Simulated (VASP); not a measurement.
A run of VASP 6.6.1 is set up as follows.

File INCAR:

```
SYSTEM = Ga4As3P
ALGO = Normal ; EDIFF = 1E-6
ENCUT = 520 ; GGA = PE
ISIF = 2 ; ISMEAR = -1
LASPH = .TRUE. ; LCHARG = .FALSE.
LREAL = .FALSE. ; LWAVE = .FALSE.
NBANDS = 46 ; NELM = 60
PREC = Accurate ; SIGMA = 0.02
```

KPOINTS

```
k-points
0
G
  6 4 4
  0 0 0
```

The input POSCAR:

```
Ga4As3P
1.0
    4.0218347799      0.0000000000      0.0000000000
    0.0000000000      8.0402074467      0.0000000000
    0.0000000000      0.0000000000      5.6765831005
P Ga As
1 4 3
Direct
    0.0000000000      0.0000000000     -0.0001010274
    0.5000000000      0.0000000000      0.7630251160
    0.0000000000      0.7572492904      0.2455226569
    0.5000000000      0.5000000000      0.7459070118
    0.0000000000      0.2427507096      0.2455226569
    0.5000000000      0.7539632490      0.4999669796
    0.0000000000      0.5000000000      0.0001896264
    0.5000000000      0.2460367510      0.4999669796
```

Potentials or basis: VASP PAW PBE potentials, release 64 (P, Ga_d, As).

The run is started by

```console
$ cat potpaw_PBE.64/P/POTCAR potpaw_PBE.64/Ga_d/POTCAR potpaw_PBE.64/As/POTCAR > POTCAR
$ mpirun -np 1 vasp_std > vasp.out
```

Question: Estimate the largest force.

Answer: 0.014 eV/Å.

Question: What does it give for the pressure?

Answer: 0.1 GPa.

Question: What does it give for the band gap on the k mesh?

Answer: 0.47 eV, direct.

Forces in eV/Å, atoms in the order of the input:
```
P    0.000  0.000  0.002
Ga   0.000  0.000  0.013
Ga   0.000  0.012 -0.008
Ga   0.000  0.000  0.000
Ga   0.000 -0.012 -0.008
As   0.000  0.001  0.000
As   0.000  0.000  0.000
As   0.000 -0.001  0.000
```

PBE gaps usually lie below the measured ones, often by a third to a half.
